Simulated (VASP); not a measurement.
Wanted: the native input for a VASP 6.6.1 run.

```yaml
Task: single point
Functional: PBE
Potentials_or_basis: VASP PAW PBE potentials, release 64 (B, N)
Cutoff: 520 eV
k_mesh: 12 × 12 × 12
Occupations: gaussian, width 0.05 eV
Spin: no spin polarisation
Dipole_correction: no
Further_INCAR_settings: ALGO = Normal; EDIFF = 1e-06; NBANDS = 11
```

The structure of BN lies in POSCAR:

```
BN
1.0
    0.0000000000      1.8441106719      1.8123937807
    1.8123937807      0.0000000000      1.8123937807
    1.8123937807      1.8441106719      0.0000000000
B N
1 1
Direct
    0.0000000000      0.0000000000      0.0000000000
    0.7500000000      0.7500000000      0.7500000000
```

This cell differs from its parent crystal: engineering shear strain xz +0.0000, normal strain along z +0.0175.

These files were run (other wordings do the same):

INCAR

```
SYSTEM = BN
PREC = Accurate
ENCUT = 520
EDIFF = 1E-6
ISMEAR = 0
SIGMA = 0.05
LREAL = .False.
LASPH = .True.
NELM = 80
ALGO = Normal
ISIF = 2
LWAVE = .False.
LCHARG = .True.
GGA = PE
LELF = .True.
LVHAR = .True.
NBANDS = 11
```

KPOINTS

```
Automatic mesh
0
Gamma
  12 12 12
  0 0 0
```

Potentials or basis: VASP PAW PBE potentials, release 64 (B, N).

Launch:

```sh
$ cat potpaw_PBE.64/B/POTCAR potpaw_PBE.64/N/POTCAR > POTCAR
$ mpirun -np 1 vasp_std > vasp.out
```

It gave:

```yaml
Pressure: -6.1 GPa
Band_gap_on_the_k_mesh: 4.28 eV, indirect (least direct gap 8.60 eV)
```

Caveat: the cell differs from its parent crystal (engineering shear strain xz +0.0000, normal strain along z +0.0175).

Wall time 8 s on 1 thread of Intel(R) Xeon(R) 6975P-C (Granite Rapids) (shared host), peak memory 0.13 GiB.
